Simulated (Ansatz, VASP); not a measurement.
**Co: VASP beside Ansatz**

```
CELL_PARAMETERS angstrom
2.51900 0.00000 0.00000
-1.25950 2.18152 0.00000
0.00000 0.00000 4.09100
ATOMIC_POSITIONS crystal
Co 0.33333 0.66667 0.25000
Co 0.66667 0.33333 0.75000
```

Alike in both runs: task single point; functional PBE; k mesh 19 × 19 × 10; occupations fermi-dirac, width 0.08 eV; collinear spin.

|  | VASP | Ansatz |
| --- | --- | --- |
| version | VASP 6.6.1 | Ansatz 0.2.0 |
| potentials or method | VASP PAW PBE potentials, release 64 (Co), cutoff 520 eV | all-electron LAPW, non-relativistic |

```tsv
	VASP	Ansatz	Ansatz less VASP
pressure (GPa)	-7.2	-3.1	+4.12
traceless stress, the component that is largest in VASP (GPa)	-0.74	-0.84	-0.109
net moment per atom (μB)	1.63	1.62	-0.012
size of the moment on the site where the two differ most (μB)	1.66	1.68	+0.017
```

Site moments also hang on the region over which each program counts them. One of these differences is far larger than is usual between the two programs; its cause wasn't traced. Ansatz ran all-electron here, and VASP with PAW potentials.
